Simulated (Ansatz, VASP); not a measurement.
# SrTiO3 in VASP and in Ansatz

The input INCAR:

```
SYSTEM = SrTiO3
PREC     = Accurate       ! precision mode
ENCUT    = 520            ! plane-wave cutoff, eV
EDIFF    = 1E-6           ! SCF threshold, eV
ISMEAR   = -1             ! smearing method
SIGMA    = 0.02           ! smearing width, eV
LREAL    = .False.        ! projectors in reciprocal space
LASPH    = .True.         ! aspherical terms in the spheres
NELM     = 80             ! most SCF steps
ALGO     = Normal         ! electronic algorithm
ISIF     = 2              ! what is computed and relaxed
LWAVE    = .False.        ! write WAVECAR
LCHARG   = .False.        ! write CHGCAR
GGA      = PE             ! functional
NBANDS   = 51             ! bands
```

The input KPOINTS:

```
regular mesh
0
Gamma
  6 6 6
  0 0 0
```

Contents of POSCAR:

```
SrTiO3
1.0
   -2.7589058476      2.7589058476      3.9136114100
    2.7589058476     -2.7589058476      3.9136114100
    2.7589058476      2.7589058476     -3.9136114100
Sr Ti O
2 2 6
Direct
    0.7500000000      0.2500000000      0.5000000000
    0.2500000000      0.7500000000      0.5000000000
    0.0000000000      0.0000000000      0.0000000000
    0.5000000000      0.5000000000      0.0000000000
    0.2330992722      0.7330992722      0.9661985445
    0.7330992722      0.7669007278      0.5000000000
    0.2669007278      0.2330992722      0.5000000000
    0.7500000000      0.7500000000      0.0000000000
    0.7669007278      0.2669007278      0.0338014555
    0.2500000000      0.2500000000      0.0000000000
```

Input for Ansatz:

```yaml
crystal:
  lattice:
    - [-2.7589058476, 2.7589058476, 3.91361141]
    - [2.7589058476, -2.7589058476, 3.91361141]
    - [2.7589058476, 2.7589058476, -3.91361141]
  atoms:
    - { symbol: Sr, position: [0.75, 0.25, 0.5] }
    - { symbol: Sr, position: [0.25, 0.75, 0.5] }
    - { symbol: Ti, position: [0.0, 0.0, 0.0] }
    - { symbol: Ti, position: [0.5, 0.5, 0.0] }
    - { symbol: O, position: [0.2330992722, 0.7330992722, 0.9661985445] }
    - { symbol: O, position: [0.7330992722, 0.7669007278, 0.5] }
    - { symbol: O, position: [0.2669007278, 0.2330992722, 0.5] }
    - { symbol: O, position: [0.75, 0.75, 0.0] }
    - { symbol: O, position: [0.7669007278, 0.2669007278, 0.0338014555] }
    - { symbol: O, position: [0.25, 0.25, 0.0] }
kpoints:
  mp_grid: { grid: [6, 6, 6] }
  band_path:
    path:
      - [[0.0, 0.0, 0.0], [-1.03490181778e-17, 1.03490181778e-17, 0.5], [0.25, 0.25, 0.25], [1.294241819191e-17, 0.5, -1.294241819191e-17], [0.0, 0.0, 0.0], [0.5, 0.5, -0.5], [0.3742391195471, 0.6257608804529, -0.3742391195471]]
      - [[-0.3742391195471, 0.3742391195471, 0.3742391195471], [0.0, 0.0, 0.0]]
      - [[-1.03490181778e-17, 1.03490181778e-17, 0.5], [-0.2484782390941, 0.2484782390941, 0.5]]
      - [[0.5, 0.5, -0.2484782390941], [0.5, 0.5, -0.5]]
    npoints: 10
hamiltonian:
  xc: pbe
scf:
  occupations: { method: fermi_dirac, width: 0.02 }
  n_extra_bands: 6
output:
  forces: true
  stress: true
  eigenvalues: true
```

Alike in both runs: task single point; functional PBE; k mesh 6 × 6 × 6; occupations fermi-dirac, width 0.02 eV; no spin polarisation.

|  | VASP | Ansatz |
| --- | --- | --- |
| version | VASP 6.6.1 | Ansatz 0.2.0 |
| potentials or method | VASP PAW PBE potentials, release 64 (Sr_sv, Ti_sv, O) | plane waves, PAW |
| plane-wave cutoff (eV) | 520 | 420 |
| valence electrons in the cell | 80 | 80 |

|  | VASP | Ansatz | Ansatz less VASP |
| --- | --- | --- | --- |
| gap on the k mesh at the Fermi level (eV) | 1.91 | 1.94 | +0.031 |
| pressure (GPa) | 4.7 | 4.0 | -0.66 |
| rms of the force components (eV/Å) | 0.009 | 0.010 | +0.0011 |

Atom by atom the forces differ by 0.001 eV/Å (rms over components). With one functional, cell and mesh, what is left measures potentials, basis and numerics.
